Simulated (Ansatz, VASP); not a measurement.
**Two plane-wave programs on K**

```xyz
5
Lattice="3.7010 -5.5240 0.0000 3.7010 5.5240 0.0000 0.0000 0.0000 8.3670" Properties=species:S:1:pos:R:3 pbc="T T T"
K     1.8505   -2.7620    2.2597
K     1.8505    2.7620    6.1073
K     1.8505    2.7620    2.2597
K     1.8505   -2.7620    6.1073
K     0.0000    0.0000    0.0000
```

Alike in both runs: functional PBEsol; k mesh 6 × 6 × 4; occupations gaussian, width 0.1 eV; no spin polarisation.

Ansatz relaxed the structure, and its values are those at the end. VASP's run is a single point on that final structure, the one shown.

|  | VASP | Ansatz |
| --- | --- | --- |
| version | VASP 6.6.1 | Ansatz 0.2.0 |
| potentials or method | VASP PAW PBE potentials, release 64 (K_sv), cutoff 520 eV | scalar-relativistic, plane waves, PAW |
| valence electrons in the cell | 45 | 45 |

|  | VASP | Ansatz | Ansatz less VASP |
| --- | --- | --- | --- |
| gap on the k mesh at the Fermi level (eV) | none | none | - |
| pressure (GPa) | 1.1 | 1.1 | 0.00 |
| rms of the force components (eV/Å) | 0.004 | 0.003 | -0.0008 |

VASP's potentials were made for PBE, not for PBEsol. A gap of «none» marks a metal or a gap that the smearing closes. Ansatz's warnings: stress scf threshold loose.
